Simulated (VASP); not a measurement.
Input of a VASP 6.6.1 run:

The input INCAR:

```
  PREC = Accurate
  ENCUT = 520
  EDIFF = 1E-6
  ISMEAR = 0
  SIGMA = 0.1
  LREAL = False
  LASPH = True
  NELM = 60
  ALGO = Normal
  ISIF = 2
  LWAVE = False
  LCHARG = True
  GGA = PE
  LELF = True
  LVHAR = True
  NBANDS = 24
```

File KPOINTS:

```
regular mesh
0
Gamma
  12 12 6
```

Contents of POSCAR:

```
B5W
1.0
    4.3089647211      0.0000000000      0.0000000000
   -2.1544823606      3.7316729125      0.0000000000
    0.0000000000      0.0000000000      5.8265323904
B W
5 1
Direct
    0.5000000000      0.0000000000      0.0000000000
    0.0000000000      0.5000000000      0.0000000000
    0.5000000000      0.5000000000      0.0000000000
    0.0000000000      0.0000000000      0.6416702550
    0.0000000000      0.0000000000      0.3583297450
    0.0000000000      0.0000000000      0.0000000000
```

Potentials or basis: VASP PAW PBE potentials, release 64 (B, W_sv).

Launch:

```sh
$ cat potpaw_PBE.64/B/POTCAR potpaw_PBE.64/W_sv/POTCAR > POTCAR
$ mpirun -np 1 vasp_std > vasp.out
```

Question: Predict the largest force.

Answer: 0.011 eV/Å.

Question: Predict the pressure.

Answer: 0.0 GPa.

Question: What does it give for the band gap on the k mesh?

Answer: Zero (an odd number of electrons rules out a gap without spin polarisation).

Forces in eV/Å, atoms in the order of the input:
```
B    0.000  0.000  0.000
B    0.000  0.000  0.000
B    0.000  0.000  0.000
B    0.000  0.000 -0.011
B    0.000  0.000  0.011
W    0.000  0.000  0.000
```

Caveat: spin-orbit coupling is left out, which moves the levels of the heavy elements; an odd number of electrons without spin polarisation forces a metal; a magnetic or distorted state may lie lower.
